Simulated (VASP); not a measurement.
Set up this calculation in VASP 6.6.1, as the native input.

| Item | Value |
| --- | --- |
| Task | relaxation of cell and atoms |
| Functional | PBE |
| Potentials or basis | VASP PAW PBE potentials, release 64 (Sc_sv, Ge_d) |
| Cutoff | 600 eV |
| k mesh | 4 × 4 × 4 |
| Occupations | gaussian, width 0.1 eV |
| Spin | no spin polarisation |
| Dipole correction | no |
| Further INCAR settings | ALGO = Normal; EDIFF = 1e-07; IBRION = 2; EDIFFG = -0.04; NSW = 90; ISIF = 3 |

The structure of Sc3Ge lies in POSCAR:

```
Sc3Ge
1.0
    0.0000000000      3.6782244400      3.6782244400
    3.6782244400      0.0000000000      3.6782244400
    3.6782244400      3.6782244400      0.0000000000
Sc Ge
3 1
Direct
    0.2500000000      0.2500000000      0.2500000000
    0.7500000000      0.7500000000      0.7500000000
    0.5000000000      0.5000000000      0.5000000000
    0.0000000000      0.0000000000      0.0000000000
```

The cell was generated, and may not be a known phase.

One way to write it, as run:

INCAR

```
SYSTEM = Sc3Ge
PREC = Accurate ; ENCUT = 600
EDIFF = 1E-7 ; ISMEAR = 0
SIGMA = 0.1 ; LREAL = .False.
LASPH = .True. ; NELM = 60
ALGO = Normal ; ISIF = 3
LWAVE = .False. ; LCHARG = .False.
GGA = PE ; IBRION = 2
NSW = 90 ; EDIFFG = -0.04
```

KPOINTS

```
Automatic mesh
0
Gamma
  4 4 4
  0 0 0
```

Potentials or basis: VASP PAW PBE potentials, release 64 (Sc_sv, Ge_d).

The run is started by

```sh
$ cat potpaw_PBE.64/Sc_sv/POTCAR potpaw_PBE.64/Ge_d/POTCAR > POTCAR
$ mpirun -np 1 vasp_std > vasp.out
```

Results of the run:

```yaml
Relaxed_volume: 20.57 Å³/atom
Relaxed_cell: a = 4.882 Å, b = 4.882 Å, c = 4.882 Å, α = 60.00°, β = 60.00°, γ = 60.00°
Space_group_after_relaxing_to_0.1_Å: Fm-3m (No. 225)
Energy_gained_by_relaxing: 136.6 meV/atom
Ionic_steps: 3
Pressure_after_relaxing: 0.0 GPa
Band_gap_on_the_k_mesh: zero (an odd number of electrons rules out a gap without spin polarisation)
```

Caveat: the k points lie up to 0.39 Å⁻¹ apart in the final cell, too coarse for converged energies and pressures of a metal; the volume moved by over 15 % at a fixed basis, so the end points are rough.

Run time: 75 s on 1 thread of Intel(R) Xeon(R) Platinum 8488C (Sapphire Rapids) (shared host), peak memory 0.28 GiB.
